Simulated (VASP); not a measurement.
A run of VASP 6.6.1 is set up as follows.

POSCAR

```
Al2Cu
1.0
   -2.6829632193      2.6829632193      2.1524565172
    2.6829632193     -2.6829632193      2.1524565172
    2.6829632193      2.6829632193     -2.1524565172
Al Cu
4 2
Direct
    0.8428119030      0.6571880970      0.5000000000
    0.6571880970      0.1571880970      0.8143761940
    0.3428119030      0.8428119030      0.1856238060
    0.1571880970      0.3428119030      0.5000000000
    0.2500000000      0.2500000000      0.0000000000
    0.7500000000      0.7500000000      0.0000000000
```

Contents of INCAR.step1:

```
  ALGO = Normal
  EDIFF = 1E-4
  ENCUT = 600
  GGA = PE
  ISMEAR = 0
  LASPH = T
  LCHARG = F
  LREAL = F
  LWAVE = T
  NELM = 60
  PREC = Accurate
  SIGMA = 0.1
```

The input INCAR.step2:

```
  ALGO = Normal
  EDIFF = 1E-7
  EDIFFG = -0.008
  ENCUT = 600
  IBRION = 2
  ISIF = 3
  ISMEAR = 0
  ISTART = 1
  LASPH = T
  LCHARG = F
  LMIXTAU = T
  LREAL = F
  LWAVE = F
  METAGGA = R2SCAN
  NELM = 60
  NSW = 70
  PREC = Accurate
  PSTRESS = 900.0
  SIGMA = 0.1
```

The input KPOINTS:

```
k-points
0
Gamma
  10 10 10
```

Potentials or basis: VASP PAW PBE potentials, release 64 (Al, Cu).

The run is started by

```sh
$ cat potpaw_PBE.64/Al/POTCAR potpaw_PBE.64/Cu/POTCAR > POTCAR
$ cp INCAR.step1 INCAR
$ mpirun -np 1 vasp_std > vasp.out
$ cp INCAR.step2 INCAR
$ mpirun -np 1 vasp_std > vasp.out
```

Problem. Estimate the relaxed cell.

Solution. a = 4.318 Å, b = 4.318 Å, c = 4.318 Å, α = 104.19°, β = 104.19°, γ = 120.64°.

Problem. Estimate the band gap on the k mesh.

Solution. Zero (bands 17 and 18 overlap by 5.69 eV).

Problem. What does it give for the space group after relaxing (to 0.1 Å)?

Solution. I4/mcm (No. 140).

The path:
```csv
step,energy change (eV),largest force (eV/Å),pressure (GPa),volume (Å³)
1,0.0000,0.1209,77.73,61.98
2,4.4137,0.1548,134.41,55.15
3,0.9126,0.1321,89.72,60.22
4,0.9418,0.1323,90.14,60.17
5,0.9420,0.0500,89.96,60.17
6,0.9411,0.0057,90.00,60.17
```

Caveat: the cell is relaxed towards a set pressure, so the run minimises the enthalpy, not the energy; the PAW data sets were made with another functional, which shifts forces and pressure a little.
